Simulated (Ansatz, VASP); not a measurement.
**Two plane-wave programs on HfN**

```xyz
2
Lattice="0.0000 2.4548 2.4548 2.4548 0.0000 2.4548 2.4548 2.4548 0.0000" Properties=species:S:1:pos:R:3 pbc="T T T"
Hf    0.0000    0.0000    0.0125
N     3.6822    3.6822    3.6822
```

Change from the starting cell: all Hf atoms moved +0.013 Å, as atom 1 along Cartesian [0 0 1].

Alike in both runs: task single point; functional PBEsol; k mesh 16 × 16 × 16; occupations gaussian, width 0.15 eV; no spin polarisation.

|  | VASP | Ansatz |
| --- | --- | --- |
| version | VASP 6.6.1 | Ansatz 0.2.0 |
| potentials or method | VASP PAW PBE potentials, release 64 (Hf_pv, N), cutoff 520 eV | scalar-relativistic, plane waves, PAW |
| valence electrons in the cell | 15 | 31 |

```csv
,VASP,Ansatz,Ansatz less VASP
gap on the k mesh at the Fermi level (eV),none,none,-
pressure (GPa),-5.9,-5.0,+0.90
"traceless stress, the component that is largest in VASP (GPa)",-0.64,-0.65,-0.001
rms of the force components (eV/Å),0.084,0.084,-0.0003
```

VASP's potentials were made for PBE, not for PBEsol. Atom by atom the forces differ by 0.000 eV/Å (rms over components). A gap of «none» marks a metal or a gap that the smearing closes. VASP's potentials hold 15 valence electrons a cell and Ansatz's 31, so a difference there can come from the potentials and not from the codes.

Neither program's run includes spin-orbit coupling.
